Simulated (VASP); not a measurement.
# KTaO3 (Pm-3m) in VASP: notebook

The runs below take KTaO3 through density of states, with PBEsol+U.

All numbers are computed with VASP 6.6.1; they aren't measurements. Logs are shortened: lines on timing, memory, paths and dates and some standing lists are left out, and cuts for length are marked.

### 1 The cell of the first run

It takes space group Pm-3m (No. 221, cubic). Conventional cell: a = 3.988 Å, b = 3.988 Å, c = 3.988 Å, α = 90.00°, β = 90.00°, γ = 90.00°. Within 2.6 Å of Ta (site symmetry m-3m) lie 6 O at 1.99 Å. K (site symmetry m-3m) has 12 O at 2.82 Å and 8 Ta at 3.45 Å within 3.7 Å. O (site symmetry 4/mmm) has 2 Ta at 1.99 Å within 2.6 Å.

### 2 Density of states, PBEsol+U

File POSCAR:

```
KTaO3
1.0
    3.9883000000      0.0000000000      0.0000000000
    0.0000000000      3.9883000000      0.0000000000
    0.0000000000      0.0000000000      3.9883000000
Ta K O
1 1 3
Direct
    0.0000000000      0.0000000000      0.0000000000
    0.5000000000      0.5000000000      0.5000000000
    0.0000000000      0.0000000000      0.5000000000
    0.0000000000      0.5000000000      0.0000000000
    0.5000000000      0.0000000000      0.0000000000
```

File INCAR.step1:

```
ALGO = Normal
EDIFF = 1E-6
ENCUT = 520
GGA = PS
GGA_COMPAT = False
ISIF = 2
ISMEAR = -1
LASPH = True
LCHARG = True
LDAU = True
LDAUJ = 0 0 0
LDAUL = 2 -1 -1
LDAUPRINT = 1
LDAUTYPE = 2
LDAUU = 8 0 0
LMAXMIX = 4
LORBIT = 11
LREAL = False
LWAVE = False
NBANDS = 28
NEDOS = 2001
NELM = 200
PREC = Accurate
SIGMA = 0.05
```

File KPOINTS.step1:

```
k-points
0
Gamma
  7 7 7
```

File INCAR.step2:

```
ALGO = Normal
EDIFF = 1E-6
ENCUT = 520
GGA = PS
GGA_COMPAT = False
ICHARG = 11
ISIF = 2
ISMEAR = -5
LASPH = True
LCHARG = False
LDAU = True
LDAUJ = 0 0 0
LDAUL = 2 -1 -1
LDAUPRINT = 1
LDAUTYPE = 2
LDAUU = 8 0 0
LMAXMIX = 4
LORBIT = 11
LREAL = False
LWAVE = False
NEDOS = 1001
NELM = 200
PREC = Accurate
SIGMA = 0.05
```

File KPOINTS.step2:

```
k-points
0
Gamma
  11 11 11
```

Potentials or basis: VASP PAW PBE potentials, release 64 (Ta_sv_GW, K_sv, O).

The run is started by

```sh
> cat potpaw_PBE.64/Ta_sv_GW/POTCAR potpaw_PBE.64/K_sv/POTCAR potpaw_PBE.64/O/POTCAR > POTCAR
> cp INCAR.step1 INCAR
> cp KPOINTS.step1 KPOINTS
> mpirun -np 1 vasp_std > vasp.out
> cp INCAR.step2 INCAR
> cp KPOINTS.step2 KPOINTS
> mpirun -np 1 vasp_std > vasp.out
```

OUTCAR:

```text
EDIFF = 1E-6
   ENCUT = 520
   GGA = PS
   ICHARG = 11
   ISIF = 2
   ISMEAR = -5
   LASPH = True
   LORBIT = 11
   LREAL = False
   NELM = 200
   PREC = Accurate

 ion  position               nearest neighbor table
   1  0.000  0.000  0.000-   3 1.99   4 1.99   5 1.99   3 1.99   4 1.99   5 1.99   2 3.45   2 3.45
                             2 3.45   2 3.45   2 3.45   2 3.45   2 3.45   2 3.45
   2  0.500  0.500  0.500-   3 2.82   4 2.82   5 2.82   4 2.82   5 2.82   3 2.82   5 2.82   5 2.82
                             3 2.82   4 2.82   4 2.82   3 2.82   1 3.45   1 3.45   1 3.45   1 3.45
   3  0.000  0.000  0.500-   1 1.99   1 1.99   2 2.82   2 2.82   2 2.82   2 2.82
   4  0.000  0.500  0.000-   1 1.99   1 1.99   2 2.82   2 2.82   2 2.82   2 2.82
   5  0.500  0.000  0.000-   1 1.99   1 1.99   2 2.82   2 2.82   2 2.82   2 2.82

  LATTYP: Found a simple cubic cell.
 ALAT       =     3.9883000000

  Lattice vectors:

 A1 = (   3.9883000000,   0.0000000000,   0.0000000000)
 A2 = (   0.0000000000,   3.9883000000,   0.0000000000)
 A3 = (   0.0000000000,   0.0000000000,   3.9883000000)

Analysis of symmetry for initial positions (statically):
=====================================================================
 Subroutine PRICEL returns:
 Original cell was already a primitive cell.

 Routine SETGRP: Setting up the symmetry group for a
 simple cubic supercell.

 Subroutine GETGRP returns: Found 48 space group operations
 (whereof 48 operations were pure point group operations)
 out of a pool of 48 trial point group operations.

The static configuration has the point symmetry O_h .

Analysis of symmetry for dynamics (positions and initial velocities):
=====================================================================
 Subroutine PRICEL returns:
 Original cell was already a primitive cell.

 Routine SETGRP: Setting up the symmetry group for a
 simple cubic supercell.

 Subroutine GETGRP returns: Found 48 space group operations
 (whereof 48 operations were pure point group operations)
 out of a pool of 48 trial point group operations.

The dynamic configuration has the point symmetry O_h .

 Subroutine INISYM returns: Found 48 space group operations
[... 171 lines left out ...]
  o =  0.1114  v =  0.0000 -0.7038  0.0000 -0.7104  0.0000  0.0000  0.0000  0.0000  0.0000  0.0000      0.0000  0.0000  0.0000  0.0000  0.0000  0.0000  0.0000  0.0000  0.0000  0.0000
  o =  0.1114  v =  0.0000  0.0000  0.0000  0.0000  0.0000  0.0000 -0.7038  0.0000 -0.7104  0.0000      0.0000  0.0000  0.0000  0.0000  0.0000  0.0000  0.0000  0.0000  0.0000  0.0000
  o =  0.1114  v =  0.0000 -0.7104  0.0000  0.7038  0.0000  0.0000  0.0000  0.0000  0.0000  0.0000      0.0000  0.0000  0.0000  0.0000  0.0000  0.0000  0.0000  0.0000  0.0000  0.0000
  o =  0.1114  v =  0.0000  0.0000  0.0000  0.0000  0.0000  0.0000 -0.7104  0.0000  0.7038  0.0000      0.0000  0.0000  0.0000  0.0000  0.0000  0.0000  0.0000  0.0000  0.0000  0.0000
  o =  0.2530  v =  0.0000  0.0000  0.0000  0.0000  0.0000  0.0000 -0.0000 -1.0000  0.0000 -0.0000      0.0000  0.0000  0.0000  0.0000  0.0000  0.0000  0.0000  0.0000  0.0000  0.0000
  o =  0.2530  v =  0.0000 -0.0000 -1.0000  0.0000 -0.0000  0.0000  0.0000  0.0000  0.0000  0.0000      0.0000  0.0000  0.0000  0.0000  0.0000  0.0000  0.0000  0.0000  0.0000  0.0000
  o =  0.2530  v =  0.0000  0.0000  0.0000  0.0000  0.0000  0.0000  0.0000  0.0000  0.0000 -1.0000      0.0000  0.0000  0.0000  0.0000  0.0000  0.0000  0.0000  0.0000  0.0000  0.0000
  o =  0.2530  v =  0.0000  0.0000  0.0000  0.0000 -1.0000  0.0000  0.0000  0.0000  0.0000  0.0000      0.0000  0.0000  0.0000  0.0000  0.0000  0.0000  0.0000  0.0000  0.0000  0.0000

 number of electron      39.9999982 magnetization

 Free energy of the ion-electron system (eV)
  ---------------------------------------------------
  ext. energy  EPLUGINS =         0.00000000
  ---------------------------------------------------
  free energy    TOTEN  =       -39.60880889 eV

  energy without entropy =      -39.60880889  energy(sigma->0) =      -39.60880889

 E-fermi :   3.3578     XC(G=0): -11.2768

 val. band max:        3.3567790853   @ k =   0.4545   0.4545   0.4545
 cond. band min:       6.6643442333   @ k =   0.0000   0.0000   0.0000
 fundamental gap:      3.3075651480
 Fermi energy:         3.3578075563

 k-point     1 :       0.0000    0.0000    0.0000
  band No.  band energies     occupation
      1     -65.7811      2.00000
      2     -32.1508      2.00000
      3     -32.1508      2.00000
      4     -32.1508      2.00000
      5     -23.7796      2.00000
      6     -14.2287      2.00000
[... 637 lines left out ...]
     23       8.3289      0.00000
     24      11.0275      0.00000

 [... further k-points ...]

------------------------ aborting loop because EDIFF is reached ----------------------------------------

  FORCE on cell =-STRESS in cart. coord.  units (eV):
  Direction    XX          YY          ZZ          XY          YZ          ZX
  --------------------------------------------------------------------------------------
  -------------------------------------------------------------------------------------
  Total        3.3340819      3.3340819      3.3340819      0.0000000      0.0000000      0.0000000
  in kB       84.2021896     84.2021896     84.2021896      0.0000000      0.0000000      0.0000000
  external PRESSURE =      84.2021896 kB  Pullay stress =       0.0000000 kB

 VOLUME and BASIS-vectors are now :
 -----------------------------------------------------------------------------
  energy-cutoff  :      520.00
  volume of cell :       63.44
      direct lattice vectors                 reciprocal lattice vectors
     3.988300000  0.000000000  0.000000000     0.250733395  0.000000000  0.000000000
     0.000000000  3.988300000  0.000000000     0.000000000  0.250733395  0.000000000
     0.000000000  0.000000000  3.988300000     0.000000000  0.000000000  0.250733395

 POSITION                                       TOTAL-FORCE (eV/Angst)
 -----------------------------------------------------------------------------------
      0.00000      0.00000      0.00000         0.000000      0.000000      0.000000
      1.99415      1.99415      1.99415         0.000000      0.000000      0.000000
      0.00000      0.00000      1.99415         0.000000      0.000000      0.000000
      0.00000      1.99415      0.00000         0.000000      0.000000      0.000000
      1.99415      0.00000      0.00000         0.000000      0.000000      0.000000
 -----------------------------------------------------------------------------------
    total drift:                                0.000000     -0.000000      0.000000

  FREE ENERGIE OF THE ION-ELECTRON SYSTEM (eV)
  ---------------------------------------------------
  free  energy   TOTEN  =       -39.6088088943 eV

  energy  without entropy=      -39.6088088943  energy(sigma->0) =      -39.60880889

 total charge

# of ion       s       p       d       f       tot
--------------------------------------------------
    1        3.478   6.130   1.643   0.259  11.510
    2        1.961   5.587   0.052   0.000   7.600
    3        1.555   3.547   0.000   0.000   5.102
    4        1.555   3.547   0.000   0.000   5.102
    5        1.555   3.547   0.000   0.000   5.102
--------------------------------------------------
tot         10.105  22.357   1.694   0.259  34.415
```

OUTCAR.step1:

```text
EDIFF = 1E-6
   ENCUT = 520
   GGA = PS
   ISIF = 2
   ISMEAR = -1
   LASPH = True
   LORBIT = 11
   LREAL = False
   NELM = 200
   PREC = Accurate

[... 888 lines left out ...]
  free  energy   TOTEN  =       -39.6087134386 eV

  energy  without entropy=      -39.6087134386  energy(sigma->0) =      -39.60871344

 total charge

# of ion       s       p       d       f       tot
--------------------------------------------------
    1        3.478   6.130   1.642   0.259  11.509
    2        1.961   5.587   0.052   0.000   7.600
    3        1.555   3.547   0.000   0.000   5.102
    4        1.555   3.547   0.000   0.000   5.102
    5        1.555   3.547   0.000   0.000   5.102
--------------------------------------------------
tot         10.104  22.357   1.694   0.259  34.415
```

It took 65 s on 1 thread of Intel Xeon 6975P-C (Granite Rapids), shared host; peak memory 0.22 GiB.

What came out:

```yaml
Valence_electrons_inside_the_program's_atomic_spheres: Ta 11.51; K 7.60; O 5.10
```

Eigenvalues of the final occupation matrices:
| site | spin | trace | eigenvalues |
| --- | --- | --- | --- |
| site 1 d | 1 | 0.84 | 0.11 0.11 0.11 0.25 0.25 |
| site 1 d | 2 | 0.84 | 0.11 0.11 0.11 0.25 0.25 |

Caveat: the PAW data sets were made with another functional, which shifts forces and pressure a little; spin-orbit coupling is left out, which moves the levels of the heavy elements.

### 3 Density of states, PBEsol+U

POSCAR is that of step 2.

File INCAR.step1:

```
SYSTEM = KTaO3
PREC     = Accurate       ! precision mode
ENCUT    = 520            ! plane-wave cutoff, eV
EDIFF    = 1E-6           ! SCF threshold, eV
ISMEAR   = -1             ! smearing method
SIGMA    = 0.05           ! smearing width, eV
LREAL    = .False.        ! projectors in reciprocal space
LASPH    = .True.         ! aspherical terms in the spheres
NELM     = 200            ! most SCF steps
ALGO     = Normal         ! electronic algorithm
ISIF     = 2              ! what is computed and relaxed
LWAVE    = .False.        ! write WAVECAR
LCHARG   = .True.         ! write CHGCAR
LMAXMIX  = 4              ! l up to which the mixer works
LDAU     = .True.         ! DFT+U
LDAUTYPE = 2            
LDAUL    = 2 -1 -1        ! shell
LDAUU    = 3 0 0          ! U, eV
LDAUJ    = 0 0 0        
LDAUPRINT= 1            
GGA      = PS             ! functional
NBANDS   = 28             ! bands
GGA_COMPAT= .False.      
NEDOS    = 2001           ! points of the DOS
LORBIT   = 11             ! projections on sites
```

File KPOINTS.step1:

```
regular mesh
0
Gamma
  7 7 7
  0 0 0
```

File INCAR.step2:

```
SYSTEM = KTaO3
PREC     = Accurate       ! precision mode
ENCUT    = 520            ! plane-wave cutoff, eV
EDIFF    = 1E-6           ! SCF threshold, eV
ISMEAR   = -5             ! smearing method
SIGMA    = 0.05           ! smearing width, eV
LREAL    = .False.        ! projectors in reciprocal space
LASPH    = .True.         ! aspherical terms in the spheres
NELM     = 200            ! most SCF steps
ALGO     = Normal         ! electronic algorithm
ISIF     = 2              ! what is computed and relaxed
LWAVE    = .False.        ! write WAVECAR
LCHARG   = .False.        ! write CHGCAR
LMAXMIX  = 4              ! l up to which the mixer works
LDAU     = .True.         ! DFT+U
LDAUTYPE = 2            
LDAUL    = 2 -1 -1        ! shell
LDAUU    = 3 0 0          ! U, eV
LDAUJ    = 0 0 0        
LDAUPRINT= 1            
GGA      = PS             ! functional
LORBIT   = 10             ! projections on sites
NEDOS    = 1001           ! points of the DOS
ICHARG   = 11             ! starting density
GGA_COMPAT= .False.
```

File KPOINTS.step2:

```
regular mesh
0
Gamma
  11 11 11
  0 0 0
```

Potentials or basis: VASP PAW PBE potentials, release 64 (Ta_sv_GW, K_sv, O).

The run is started by

```sh
> cat potpaw_PBE.64/Ta_sv_GW/POTCAR potpaw_PBE.64/K_sv/POTCAR potpaw_PBE.64/O/POTCAR > POTCAR
> cp INCAR.step1 INCAR
> cp KPOINTS.step1 KPOINTS
> mpirun -np 1 vasp_std > vasp.out
> cp INCAR.step2 INCAR
> cp KPOINTS.step2 KPOINTS
> mpirun -np 1 vasp_std > vasp.out
```

Run time: 56 s. Hardware: 1 thread of Intel Xeon 6975P-C (Granite Rapids), shared host; peak memory 0.23 GiB.

The run converged. Its results:

```yaml
Valence_electrons_inside_the_program's_atomic_spheres: Ta 11.66; K 7.60; O 5.08
```

Levels at points of the mesh, in eV from the valence-band top:
| k point | band 16 | band 17 | band 18 | band 19 | band 20 | band 21 | band 22 | band 23 | band 24 |
| --- | --- | --- | --- | --- | --- | --- | --- | --- | --- |
| (0.00, 0.00, 0.00) | -1.06 | -1.06 | -0.64 | -0.64 | -0.64 | 2.54 | 2.54 | 2.54 | 6.40 |

Eigenvalues of the final occupation matrices:
| site | spin | trace | eigenvalues |
| --- | --- | --- | --- |
| site 1 d | 1 | 0.96 | 0.14 0.14 0.14 0.27 0.27 |
| site 1 d | 2 | 0.96 | 0.14 0.14 0.14 0.27 0.27 |

Caveat: the PAW data sets were made with another functional, which shifts forces and pressure a little; spin-orbit coupling is left out, which moves the levels of the heavy elements.

### 4 Density of states, PBEsol+U

POSCAR is that of step 3.

File INCAR.step1:

```
PREC = Accurate
ENCUT = 520
EDIFF = 1E-6
ISMEAR = -1
SIGMA = 0.05
LREAL = False
LASPH = True
NELM = 200
ALGO = Normal
ISIF = 2
LWAVE = False
LCHARG = True
LMAXMIX = 4
LDAU = True
LDAUTYPE = 2
LDAUL = 2 -1 -1
LDAUU = 1 0 0
LDAUJ = 0 0 0
LDAUPRINT = 1
GGA = PS
NBANDS = 28
GGA_COMPAT = False
NEDOS = 2001
LORBIT = 11
```

File KPOINTS.step1:

```
Automatic mesh
0
Gamma
  7 7 7
```

File INCAR.step2:

```
PREC = Accurate
ENCUT = 520
EDIFF = 1E-6
ISMEAR = -5
SIGMA = 0.05
LREAL = False
LASPH = True
NELM = 200
ALGO = Normal
ISIF = 2
LWAVE = False
LCHARG = False
LMAXMIX = 4
LDAU = True
LDAUTYPE = 2
LDAUL = 2 -1 -1
LDAUU = 1 0 0
LDAUJ = 0 0 0
LDAUPRINT = 1
GGA = PS
LORBIT = 11
NEDOS = 1001
ICHARG = 11
GGA_COMPAT = False
```

File KPOINTS.step2:

```
Automatic mesh
0
Gamma
  11 11 11
```

Potentials or basis: VASP PAW PBE potentials, release 64 (Ta_sv_GW, K_sv, O).

The run is started by

```sh
> cat potpaw_PBE.64/Ta_sv_GW/POTCAR potpaw_PBE.64/K_sv/POTCAR potpaw_PBE.64/O/POTCAR > POTCAR
> cp INCAR.step1 INCAR
> cp KPOINTS.step1 KPOINTS
> mpirun -np 1 vasp_std > vasp.out
> cp INCAR.step2 INCAR
> cp KPOINTS.step2 KPOINTS
> mpirun -np 1 vasp_std > vasp.out
```

OUTCAR:

```text
PREC = Accurate
   ENCUT = 520
   EDIFF = 1E-6
   ISMEAR = -5
   LREAL = False
   LASPH = True
   NELM = 200
   ISIF = 2
   GGA = PS
   LORBIT = 11
   ICHARG = 11

 ion  position               nearest neighbor table
   1  0.000  0.000  0.000-   3 1.99   4 1.99   5 1.99   3 1.99   4 1.99   5 1.99   2 3.45   2 3.45
                             2 3.45   2 3.45   2 3.45   2 3.45   2 3.45   2 3.45
   2  0.500  0.500  0.500-   3 2.82   4 2.82   5 2.82   4 2.82   5 2.82   3 2.82   5 2.82   5 2.82
                             3 2.82   4 2.82   4 2.82   3 2.82   1 3.45   1 3.45   1 3.45   1 3.45
   3  0.000  0.000  0.500-   1 1.99   1 1.99   2 2.82   2 2.82   2 2.82   2 2.82
   4  0.000  0.500  0.000-   1 1.99   1 1.99   2 2.82   2 2.82   2 2.82   2 2.82
   5  0.500  0.000  0.000-   1 1.99   1 1.99   2 2.82   2 2.82   2 2.82   2 2.82
[... 899 lines left out ...]
  volume of cell :       63.44
      direct lattice vectors                 reciprocal lattice vectors
     3.988300000  0.000000000  0.000000000     0.250733395  0.000000000  0.000000000
     0.000000000  3.988300000  0.000000000     0.000000000  0.250733395  0.000000000
     0.000000000  0.000000000  3.988300000     0.000000000  0.000000000  0.250733395

 POSITION                                       TOTAL-FORCE (eV/Angst)
 -----------------------------------------------------------------------------------
      0.00000      0.00000      0.00000         0.000000      0.000000      0.000000
      1.99415      1.99415      1.99415         0.000000      0.000000      0.000000
      0.00000      0.00000      1.99415         0.000000      0.000000      0.000000
      0.00000      1.99415      0.00000         0.000000      0.000000      0.000000
      1.99415      0.00000      0.00000         0.000000      0.000000      0.000000
 -----------------------------------------------------------------------------------
    total drift:                               -0.000000     -0.000000      0.000000

  FREE ENERGIE OF THE ION-ELECTRON SYSTEM (eV)
  ---------------------------------------------------
  free  energy   TOTEN  =       -44.7133228772 eV

  energy  without entropy=      -44.7133228772  energy(sigma->0) =      -44.71332288

 total charge

# of ion       s       p       d       f       tot
--------------------------------------------------
    1        3.411   6.114   1.960   0.245  11.729
    2        1.960   5.587   0.050   0.000   7.596
    3        1.557   3.507   0.000   0.000   5.065
    4        1.557   3.507   0.000   0.000   5.065
    5        1.557   3.507   0.000   0.000   5.065
--------------------------------------------------
tot         10.043  22.222   2.009   0.245  34.519
```

OUTCAR.step1:

```text
PREC = Accurate
   ENCUT = 520
   EDIFF = 1E-6
   ISMEAR = -1
   LREAL = False
   LASPH = True
   NELM = 200
   ISIF = 2
   GGA = PS
   LORBIT = 11
[... 888 lines left out ...]
  ---------------------------------------------------
  free  energy   TOTEN  =       -44.7131191543 eV

  energy  without entropy=      -44.7131191542  energy(sigma->0) =      -44.71311915

 total charge

# of ion       s       p       d       f       tot
--------------------------------------------------
    1        3.410   6.114   1.959   0.245  11.728
    2        1.960   5.587   0.050   0.000   7.596
    3        1.557   3.507   0.000   0.000   5.065
    4        1.557   3.507   0.000   0.000   5.065
    5        1.557   3.507   0.000   0.000   5.065
--------------------------------------------------
tot         10.042  22.222   2.009   0.245  34.518
```

OSZICAR.step1:

```text
N       E                     dE             d eps       ncg     rms          rms(c)
DAV:   1     0.322624334633E+03    0.32262E+03   -0.22397E+04  1120   0.142E+03
DAV:   2    -0.356863167103E+02   -0.35831E+03   -0.34876E+03  1444   0.383E+02
DAV:   3    -0.539768488800E+02   -0.18291E+02   -0.18216E+02  1544   0.871E+01
[... 11 lines left out ...]
DAV:  15    -0.447133817932E+02    0.27735E-02   -0.12680E-02  1484   0.640E-01    0.479E+00
DAV:  16    -0.447131945737E+02    0.18722E-03   -0.10167E-03  1660   0.175E-01    0.771E-02
DAV:  17    -0.447131172133E+02    0.77360E-04   -0.27469E-04  1428   0.897E-02    0.206E-01
DAV:  18    -0.447131185535E+02   -0.13402E-05   -0.24832E-05  1504   0.311E-02    0.136E-01
DAV:  19    -0.447131191543E+02   -0.60082E-06   -0.13322E-06  1052   0.697E-03
   1 F= -.44713119E+02 E0= -.44713119E+02  d E =-.735816E-10
```

Wall time 84 s (1 thread of AMD EPYC 7R43 (Zen 3), shared host); peak memory 0.19 GiB.

What came out:

```yaml
Valence_electrons_inside_the_program's_atomic_spheres: Ta 11.73; K 7.60; O 5.07
```

Eigenvalues of the final occupation matrices:
```
    site  spin  trace               eigenvalues
site 1 d     1   1.00  0.15 0.15 0.15 0.28 0.28
site 1 d     2   1.00  0.15 0.15 0.15 0.28 0.28
```

Caveat: the PAW data sets were made with another functional, which shifts forces and pressure a little; spin-orbit coupling is left out, which moves the levels of the heavy elements.
